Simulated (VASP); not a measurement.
Write the native input for VASP 6.6.1 that does the following.

| Quantity | Value |
| --- | --- |
| Task | single point |
| Functional | RPBE |
| Potentials or basis | VASP PAW PBE potentials, release 64 (Ga_d, As) |
| Cutoff | 520 eV |
| k mesh | 6 × 6 × 6 |
| Occupations | fermi-dirac, width 0.05 eV |
| Spin | no spin polarisation |
| Dipole correction | no |
| Further INCAR settings | ALGO = Normal; EDIFF = 1e-07; NBANDS = 16 |

The structure of GaAs lies in POSCAR:

```
GaAs
1.0
    0.0000000000      2.8268500000      2.8268500000
    2.8268500000      0.0000000000      2.8268500000
    2.8268500000      2.8268500000      0.0000000000
Ga As
1 1
Direct
    0.0000000000      0.0000000000      0.0000000000
    0.2500000000      0.2500000000      0.2500000000
```

These files were run (other wordings do the same):

INCAR

```
PREC     = Accurate       # precision mode
ENCUT    = 520            # plane-wave cutoff, eV
EDIFF    = 1E-7           # SCF threshold, eV
ISMEAR   = -1             # smearing method
SIGMA    = 0.05           # smearing width, eV
LREAL    = F              # projectors in reciprocal space
LASPH    = T              # aspherical terms in the spheres
NELM     = 100            # most SCF steps
ALGO     = Normal         # electronic algorithm
ISIF     = 2              # what is computed and relaxed
LWAVE    = F              # write WAVECAR
LCHARG   = F              # write CHGCAR
GGA      = RP             # functional
NBANDS   = 16             # bands
```

KPOINTS

```
Automatic mesh
0
Gamma
  6 6 6
```

Potentials or basis: VASP PAW PBE potentials, release 64 (Ga_d, As).

Command:

```console
$ cat potpaw_PBE.64/Ga_d/POTCAR potpaw_PBE.64/As/POTCAR > POTCAR
$ mpirun -np 1 vasp_std > vasp.out
```

It gave:

```json
{
  "Pressure": "5.4 GPa",
  "Band gap on the k mesh": "0.64 eV, direct"
}
```

Caveat: the PAW data sets were made with another functional, which shifts forces and pressure a little.

Run time: 33 s on 1 thread of AMD EPYC 7R13 (shared host), peak memory 0.14 GiB.
